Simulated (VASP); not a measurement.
# ZnS (kscan) (F-43m) in VASP: phonons with r2SCAN

Aim: the phonons of ZnS (kscan) with r2SCAN.

Program: VASP 6.6.1. These are calculated values, not measurements. Logs are shortened: lines on timing, memory, paths and dates and some standing lists are left out, and cuts for length are marked.

## (1) The cell of the first run

Symmetry: F-43m, No. 216, cubic system. The conventional cell has a = 5.390 Å, b = 5.390 Å, c = 5.390 Å, α = 90.00°, β = 90.00°, γ = 90.00°. Within 3.1 Å of Zn (site symmetry -43m) lie 4 S at 2.33 Å. S (site symmetry -43m) has 4 Zn at 2.33 Å within 3.1 Å.

## (2) Phonons, r2SCAN

The input, INCAR:

```
SYSTEM = ZnS
PREC = Accurate
ENCUT = 520
EDIFF = 1E-8
ISMEAR = 0
SIGMA = 0.01
LREAL = .FALSE.
LASPH = .TRUE.
NELM = 60
ALGO = Normal
ISIF = 2
LWAVE = .FALSE.
LCHARG = .FALSE.
METAGGA = R2SCAN
LMIXTAU = .TRUE.
NBANDS = 16
IBRION = 6
NFREE = 2
POTIM = 0.015
NSW = 1
```

The input, KPOINTS:

```
Automatic mesh
0
G
  8 8 8
  0 0 0
```

The input, POSCAR:

```
ZnS
1.0
    0.0000000000      2.6951693260      2.6951693260
    2.6951693260      0.0000000000      2.6951693260
    2.6951693260      2.6951693260      0.0000000000
Zn S
1 1
Direct
    0.0000000000      0.0000000000      0.0000000000
    0.7500000000      0.7500000000      0.7500000000
```

Potentials or basis: VASP PAW PBE potentials, release 64 (Zn, S).

Run with:

```
$ cat potpaw_PBE.64/Zn/POTCAR potpaw_PBE.64/S/POTCAR > POTCAR
$ mpirun -np 1 vasp_std > vasp.out
```

OUTCAR:

```text
SYSTEM = ZnS
   PREC = Accurate
   ENCUT = 520
   EDIFF = 1E-8
   ISMEAR = 0
   LREAL = .FALSE.
   LASPH = .TRUE.
   NELM = 60
   ISIF = 2
   METAGGA = R2SCAN
   IBRION = 6
   NFREE = 2
   POTIM = 0.015
   NSW = 1

 ion  position               nearest neighbor table
   1  0.000  0.000  0.000-   2 2.33   2 2.33   2 2.33   2 2.33
   2  0.750  0.750  0.750-   1 2.33   1 2.33   1 2.33   1 2.33

  LATTYP: Found a face centered cubic cell.
 ALAT       =     5.3903386520

  Lattice vectors:

 A1 = (   0.0000000000,   2.6951693260,   2.6951693260)
 A2 = (   2.6951693260,   0.0000000000,   2.6951693260)
 A3 = (   2.6951693260,   2.6951693260,   0.0000000000)

Analysis of symmetry for initial positions (statically):
=====================================================================
 Subroutine PRICEL returns:
 Original cell was already a primitive cell.

 Routine SETGRP: Setting up the symmetry group for a
 face centered cubic supercell.

 Subroutine GETGRP returns: Found 24 space group operations
 (whereof 24 operations were pure point group operations)
 out of a pool of 48 trial point group operations.

The static configuration has the point symmetry T_d .

Analysis of symmetry for dynamics (positions and initial velocities):
=====================================================================
 Subroutine PRICEL returns:
 Original cell was already a primitive cell.

 Routine SETGRP: Setting up the symmetry group for a
 face centered cubic supercell.

 Subroutine GETGRP returns: Found 24 space group operations
 (whereof 24 operations were pure point group operations)
 out of a pool of 48 trial point group operations.

The dynamic configuration has the point symmetry T_d .

 Subroutine INISYM returns: Found 24 space group operations
 (whereof 24 operations are pure point group operations),
 and found     1 'primitive' translations

----------------------------------------------------------------------------------------

                                     Primitive cell

  volume of cell :      39.1551

  direct lattice vectors                    reciprocal lattice vectors
     0.000000000  2.695169326  2.695169326    -0.185517101  0.185517101  0.185517101
     2.695169326  0.000000000  2.695169326     0.185517101 -0.185517101  0.185517101
     2.695169326  2.695169326  0.000000000     0.185517101  0.185517101 -0.185517101

  length of vectors
     3.811545014  3.811545014  3.811545014     0.321325045  0.321325045  0.321325045

  position of ions in fractional coordinates (direct lattice)
     0.000000000  0.000000000  0.000000000
     0.750000000  0.750000000  0.750000000

  ion indices of the primitive-cell ions
   primitive index   ion index
                 1           1
                 2           2

----------------------------------------------------------------------------------------

 KPOINTS: Automatic mesh

Automatic generation of k-mesh.
 Grid dimensions read from file:
 generate k-points for:    8    8    8

 Generating k-lattice:

  Cartesian coordinates                     Fractional coordinates (reciprocal lattice)
    -0.023189638  0.023189638  0.023189638     0.125000000  0.000000000  0.000000000
     0.023189638 -0.023189638  0.023189638     0.000000000  0.125000000  0.000000000
     0.023189638  0.023189638 -0.023189638     0.000000000  0.000000000  0.125000000

  Length of vectors
[... 47 lines left out ...]
   ISTART =      0    job   : 0-new  1-cont  2-samecut
   ICHARG =      2    charge: 1-file 2-atom 10-const
   ISPIN  =      1    spin polarized calculation?
   LNONCOLLINEAR =      F non collinear calculations
   LSORBIT =      F    spin-orbit coupling
   LASPH  =      T    aspherical Exc in radial PAW
   ENCUT  =  520.0 eV  38.22 Ry    6.18 a.u.   7.09  7.09  7.09*2*pi/ulx,y,z
   NELM   =     60;   NELMIN=  2; NELMDL= -5     # of ELM steps
   EDIFF  = 0.1E-07   stopping-criterion for ELM
   LREAL  =      F    real-space projection
   EDIFFG = 0.1E-06   stopping-criterion for IOM
   NSW    =     61    number of steps for IOM
   IBRION =      6    ionic relax: 0-MD 1-quasi-New 2-CG
   NFREE  =      2    steps in history (QN), initial steepest desc. (CG)
   ISIF   =      2    stress and relaxation
   ISYM   =      2    0-nonsym 1-usesym 2-fastsym
   POTIM  = 0.0150    time-step for ionic-motion
   TEBEG  =    0.0;   TEEND  =   0.0 temperature during run
   PSTRESS=    0.0 pullay stress
   NELECT =      18.0000    total number of electrons
   NUPDOWN=      -1.0000    fix difference up-down
   EMIN   =  10.00;   EMAX   =-10.00  energy-range for DOS
   EFERMI =   0.00;   METHOD = LEGACY
   ISMEAR =     0;   SIGMA  =   0.01  broadening in eV -4-tet -1-fermi 0-gaus
   EFERMI_NEDOS =   21; number of points for ismear=-14 and -15
   IALGO  =     38    algorithm
   IMIX   =      4    mixing-type and parameters
     AMIX     =   0.40;   BMIX     =  1.00
     AMIX_MAG =   1.60;   BMIX_MAG =  1.00
  volume/ion in A,a.u.               =      19.58       132.12
  Fermi-wavevector in a.u.,A,eV,Ry     =   1.263484  2.387638 21.720216  1.596391
  Thomas-Fermi vector in A             =   2.396838
   LORBIT       =      0    0 simple, 1 ext, 2 COOP (PROOUT), +10 PAW based schemes
   METAGGA = R2SCAN    functional components
   LHFCALC =     F    Hartree Fock is set to
   AEXX    =    0.0000 exact exchange contribution
   IVDW    =     0    specifies the selected vdW correction
   LEPSILON=     F    determine dielectric tensor
   LRPA    =     F    only Hartree local field effects (RPA)
 finite differences with symmetry
 non-spin polarized calculation
 Gauss-broadening in eV      SIGMA  =   0.01
  energy-cutoff  :      520.00
  volume of cell :       39.16
 maximum number of plane-waves:      1067
   NGX = 15   NGY = 15   NGZ = 15

--------------------------------------- Ionic step        1  -------------------------------------------

 number of electron      18.0000005 magnetization

 Free energy of the ion-electron system (eV)
  ---------------------------------------------------
  ext. energy  EPLUGINS =         0.00000000
  ---------------------------------------------------
  free energy    TOTEN  =       -18.86622033 eV

  energy without entropy =      -18.86622033  energy(sigma->0) =      -18.86622033

------------------------ aborting loop because EDIFF is reached ----------------------------------------

  FORCE on cell =-STRESS in cart. coord.  units (eV):
  Direction    XX          YY          ZZ          XY          YZ          ZX
  --------------------------------------------------------------------------------------
  -------------------------------------------------------------------------------------
  Total       -0.0055467     -0.0055467     -0.0055467     -0.0000000      0.0000000      0.0000000
  in kB       -0.2269653     -0.2269653     -0.2269653     -0.0000000      0.0000000      0.0000000
  external PRESSURE =      -0.2269653 kB  Pullay stress =       0.0000000 kB
[... 131 lines left out ...]
--------------------------------------- Ionic step        5  -------------------------------------------

 number of electron      18.0000006 magnetization

 Free energy of the ion-electron system (eV)
  ---------------------------------------------------
  ext. energy  EPLUGINS =         0.00000000
  ---------------------------------------------------
  free energy    TOTEN  =       -18.86554583 eV

  energy without entropy =      -18.86554583  energy(sigma->0) =      -18.86554583

 E-fermi :   1.9721     XC(G=0): -10.3226

 val. band max:        1.9149571906   @ k =   0.0000   0.0000   0.0000
 cond. band min:       4.6126445741   @ k =   0.0000   0.0000   0.0000
 fundamental gap:      2.6976873835
 Fermi energy:         1.9720948919

 k-point     1 :       0.0000    0.0000    0.0000
  band No.  band energies     occupation
      1     -11.8279      2.00000
      2      -4.6395      2.00000
      3      -4.6279      2.00000
      4      -4.6164      2.00000
      5      -4.0722      2.00000
      6      -4.0722      2.00000
[... 433 lines left out ...]
      3      -4.4355      2.00000
      4      -4.1329      2.00000
      5      -4.0595      2.00000
      6      -3.8000      2.00000
[... 8 lines left out ...]
     15      16.0851      0.00000
     16      16.9474      0.00000

 [... further k-points ...]
[... 5 lines left out ...]
  --------------------------------------------------------------------------------------
  -------------------------------------------------------------------------------------
  Total       -0.0046352     -0.0026424     -0.0026424      0.0000000     -0.0862435      0.0000000
  in kB       -0.1896679     -0.1081238     -0.1081238      0.0000000     -3.5289766      0.0000000
  external PRESSURE =      -0.1353052 kB  Pullay stress =       0.0000000 kB
[... 17 lines left out ...]
  FREE ENERGIE OF THE ION-ELECTRON SYSTEM (eV)
  ---------------------------------------------------
  free  energy   TOTEN  =       -18.8655458324 eV

  energy  without entropy=      -18.8655458324  energy(sigma->0) =      -18.86554583

 INTERNAL STRAIN TENSORS FROM DISPLACED ATOMS
 ============================================

 INTERNAL STRAIN TENSOR FOR ION    1 for displacements in x,y,z  (eV/Angst):
          X           Y           Z          XY          YZ          ZX
  --------------------------------------------------------------------------------
  x     0.00000    -0.00000    -0.00000     0.00000    -5.47034     0.00000
  y     0.00000     0.00000     0.00000     0.00000     0.00000    -5.47034
  z    -0.00000    -0.00000     0.00000    -5.47034     0.00000     0.00000

 INTERNAL STRAIN TENSOR FOR ION    2 for displacements in x,y,z  (eV/Angst):
          X           Y           Z          XY          YZ          ZX
  --------------------------------------------------------------------------------
  x    -0.00000     0.00000     0.00000     0.00000     5.69790     0.00000
  y     0.00000     0.00000     0.00000     0.00000     0.00000     5.69790
  z     0.00000     0.00000    -0.00000     5.69790     0.00000     0.00000

 Eigenvectors and eigenvalues of the dynamical matrix
 ----------------------------------------------------

   1 f  =    8.103058 THz    50.913017 2PiTHz  270.288933 cm-1    33.511542 meV
             X         Y         Z           dx          dy          dz
      0.000000  0.000000  0.000000     0.000000    0.000000   -0.559322
      4.042754  4.042754  4.042754     0.000000    0.000000    0.828951
[... 21 lines left out ...]
   6 f/i=    0.140529 THz     0.882970 2PiTHz    4.687544 cm-1     0.581181 meV
             X         Y         Z           dx          dy          dz
      0.000000  0.000000  0.000000     0.091764   -0.435262   -0.699489
      4.042754  4.042754  4.042754     0.061917   -0.293687   -0.471970

 ELASTIC MODULI CONTR FROM IONIC RELAXATION (kBar)
 Direction    XX          YY          ZZ          XY          YZ          ZX
 --------------------------------------------------------------------------------
 XX          -0.0000      0.0000      0.0000     -0.0000      0.0000      0.0000
 YY           0.0000     -0.0000      0.0000     -0.0000     -0.0000     -0.0000
 ZZ           0.0000      0.0000     -0.0000      0.0000     -0.0000      0.0000
 XY          -0.0000     -0.0000      0.0000   -223.6472      0.0000      0.0000
 YZ           0.0000     -0.0000     -0.0000      0.0000   -223.6472      0.0000
 ZX           0.0000     -0.0000      0.0000      0.0000      0.0000   -223.6472
 --------------------------------------------------------------------------------
```

Run time: 19 min. Hardware: 1 thread of Intel Xeon 8259CL, shared host; peak memory 0.24 GiB.

Results:

| Property | Result |
| --- | --- |
| Highest phonon frequency at Γ, LO-TO splitting left out | 270 cm⁻¹ |

Phonon frequencies in cm⁻¹ (negative: imaginary):
```csv
q point,frequencies
"(0.000, 0.000, 0.000)",-5 -5 -5 270 270 270
```

Caveat: the PAW data sets were made with another functional, which shifts forces and pressure a little.
